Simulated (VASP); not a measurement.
Runs of VASP 6.6.1 on MnH2O2 (Pyrochroite). The structure is that of space group P-3m1 (No. 164), or close to it. The cells are those of the table. 

| cell | pressure (GPa) | moment (μB) | largest force (eV/Å) |
| --- | --- | --- | --- |
| a = 3.228, b = 3.228, c = 4.450 Å, angles 90.0, 90.0, 120.0°, 5 atoms | 9.9 | 5.00 | 0.69 |
| a = 3.314, b = 3.314, c = 4.568 Å, angles 90.0, 90.0, 120.0°, 5 atoms | -1.8 | 5.00 | 1.17 |
| a = 3.272, b = 3.272, c = 4.510 Å, angles 90.0, 90.0, 120.0°, 5 atoms | (c) | 5.00 | 0.94 |
| a = 3.250, b = 3.250, c = 4.480 Å, angles 90.0, 90.0, 120.0°, 5 atoms | (b) | 5.00 | (a) |

Alike in all rows: task single point; level PBEsol; potentials or basis VASP PAW PBE potentials, release 64 (Mn_pv, O, H); spin collinear, ferromagnetic start; k mesh 9 × 9 × 6; cutoff (eV) 520; smearing fermi-dirac 0.05 eV.

**Question.** Estimate the missing entries.

**Answer.** (a) 0.82; (b) 6.5; (c) 3.5.

Caveats: the PAW data sets were made with another functional, which shifts forces and pressure a little; a cell with one magnetic atom can't hold antiferromagnetic order, which such compounds often take.
